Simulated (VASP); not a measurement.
Here is a VASP 6.6.1 calculation.

File INCAR:

```
SYSTEM = MgCdC6N6
ALGO = Normal
EDIFF = 1E-6
ENCUT = 520
GGA = PE
ISIF = 2
ISMEAR = 0
LASPH = .TRUE.
LCHARG = .FALSE.
LREAL = .FALSE.
LWAVE = .FALSE.
NBANDS = 47
NELM = 60
PREC = Accurate
SIGMA = 0.1
```

File KPOINTS:

```
k-points
0
G
  4 4 4
  0 0 0
```

The input POSCAR:

```
MgCdC6N6
1.0
    0.0000000000      5.2475000000      5.2475000000
    5.2475000000      0.0000000000      5.2475000000
    5.2475000000      5.2475000000      0.0000000000
Mg Cd C N
1 1 6 6
Direct
    0.0000000000      0.0000000000      0.0000000000
    0.5000000000      0.5000000000      0.5000000000
    0.8113387300      0.1886612700      0.1886612700
    0.1886612700      0.8113387300      0.1886612700
    0.1886612700      0.1886612700      0.8113387300
    0.1886612700      0.8113387300      0.8113387300
    0.8113387300      0.1886612700      0.8113387300
    0.8113387300      0.8113387300      0.1886612700
    0.6998570700      0.3001429300      0.3001429300
    0.3001429300      0.6998570700      0.3001429300
    0.3001429300      0.3001429300      0.6998570700
    0.3001429300      0.6998570700      0.6998570700
    0.6998570700      0.3001429300      0.6998570700
    0.6998570700      0.6998570700      0.3001429300
```

Potentials or basis: VASP PAW PBE potentials, release 64 (Mg, Cd, C, N).

The run is started by

```sh
$ cat potpaw_PBE.64/Mg/POTCAR potpaw_PBE.64/Cd/POTCAR potpaw_PBE.64/C/POTCAR potpaw_PBE.64/N/POTCAR > POTCAR
$ mpirun -np 1 vasp_std > vasp.out
```

Q: What does it give for the band gap on the k mesh?

A: Zero (bands 34 and 35 overlap by 0.49 eV).

Q: Predict the pressure.

A: 10.4 GPa.

Q: What does it give for the largest force?

A: 2.479 eV/Å.

Forces in eV/Å, atoms in the order of the input:
```
Mg   0.000  0.000  0.000
Cd   0.000  0.000  0.000
C    2.479  0.000  0.000
C    0.000  2.479  0.000
C    0.000  0.000  2.479
C   -2.479  0.000  0.000
C    0.000 -2.479  0.000
C    0.000  0.000 -2.479
N   -1.310  0.000  0.000
N    0.000 -1.310  0.000
N    0.000  0.000 -1.310
N    1.310  0.000  0.000
N    0.000  1.310  0.000
N    0.000  0.000  1.310
```

Caveat: the cell stands under pressure; forces of over 1 eV/Å act on the atoms, so gaps and moduli don't describe the material at rest.
